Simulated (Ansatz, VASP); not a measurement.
# V: VASP beside Ansatz

INCAR

```
SYSTEM = V
  PREC = Accurate
  ENCUT = 520
  EDIFF = 1E-6
  ISMEAR = -1
  SIGMA = 0.05
  LREAL = .False.
  LASPH = .True.
  NELM = 150
  ALGO = Normal
  ISIF = 2
  LWAVE = .False.
  LCHARG = .False.
  ISPIN = 2
  MAGMOM = 1.5
  LORBIT = 11
  LMAXMIX = 4
  GGA = CA
  NBANDS = 16
```

File KPOINTS:

```
Automatic mesh
0
Gamma
  16 16 16
  0 0 0
```

POSCAR

```
V
1.0
    0.0000000000      1.8950000000      1.8950000000
    1.8950000000      0.0000000000      1.8950000000
    1.8950000000      1.8950000000      0.0000000000
V
1
Direct
    0.0000000000      0.0000000000      0.0000000000
```

Input for Ansatz:

```yaml
crystal:
  lattice:
    - [0.0, 1.895, 1.895]
    - [1.895, 0.0, 1.895]
    - [1.895, 1.895, 0.0]
  atoms:
    - { symbol: V, position: [0.0, 0.0, 0.0], spin: 1.5 }
magnetization:
  spin_polarized: true
kpoints:
  mp_grid: { grid: [16, 16, 16] }
  band_path:
    path:
      - [0.0, 0.0, 0.0]
      - [0.5, 0.0, 0.5]
      - [0.625, 0.25, 0.625]
      - [0.375, 0.375, 0.75]
      - [0.0, 0.0, 0.0]
      - [0.5, 0.5, 0.5]
      - [0.5, 0.25, 0.75]
      - [0.5, 0.0, 0.5]
    npoints: 5
scf:
  occupations: { method: fermi_dirac, width: 0.05 }
hamiltonian:
  xc: lda
  pseudopotentials: { kind: all_electron, lapw: { basis_error: 0.001 } }
output:
  forces: true
  stress: true
  eigenvalues: true
```

Alike in both runs: task single point; functional LDA; k mesh 16 × 16 × 16; occupations fermi-dirac, width 0.05 eV; collinear spin.

|  | VASP | Ansatz |
| --- | --- | --- |
| version | VASP 6.6.1 | Ansatz 0.2.0 |
| potentials or method | VASP PAW LDA potentials, release 64 (V_sv), cutoff 520 eV | all-electron LAPW, scalar-relativistic |

Ansatz gave:

| Property | Result |
| --- | --- |
| pressure (GPa) | -8.9 |
| net moment per atom (μB) | 0.00 |

Problem. Estimate VASP's values.

Solution. Pressure (GPa): -8.6; net moment per atom (μB): 0.00.

LDA's correlation is that of Perdew and Zunger in VASP and of Perdew and Wang (1992) in Ansatz. Ansatz ran all-electron here, and VASP with PAW potentials. Ansatz's warnings: seeded moment not kept.
